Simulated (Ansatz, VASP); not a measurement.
## PbS: VASP beside Ansatz

```
Pb S
1.0
     0.00000    2.96713    2.96713
     2.96713    0.00000    2.96713
     2.96713    2.96713    0.00000
Pb S
1 1
Direct
  0.00000 0.00000 0.00000
  0.50000 0.50000 0.50000
```

Alike in both runs: functional PBE; dispersion D3(BJ); k mesh 10 × 10 × 10; occupations gaussian, width 0.02 eV; no spin polarisation.

Ansatz relaxed the structure, and its values are those at the end. VASP's run is a single point on that final structure, the one shown.

```csv
,VASP,Ansatz
version,VASP 6.6.1,Ansatz 0.2.0
potentials or method,"VASP PAW PBE potentials, release 64 (Pb_d, S), cutoff 520 eV","scalar-relativistic, plane waves, PAW"
valence electrons in the cell,20,20
```

```tsv
	VASP	Ansatz	Ansatz less VASP
gap on the k mesh at the Fermi level (eV)	0.37	0.36	-0.007
least direct gap on the mesh (eV)	0.37	0.36	-0.007
pressure (GPa)	-0.1	0.0	+0.07
```

Ansatz's warnings: relaxed geometry near dispersion switch.

Neither program's run includes spin-orbit coupling.
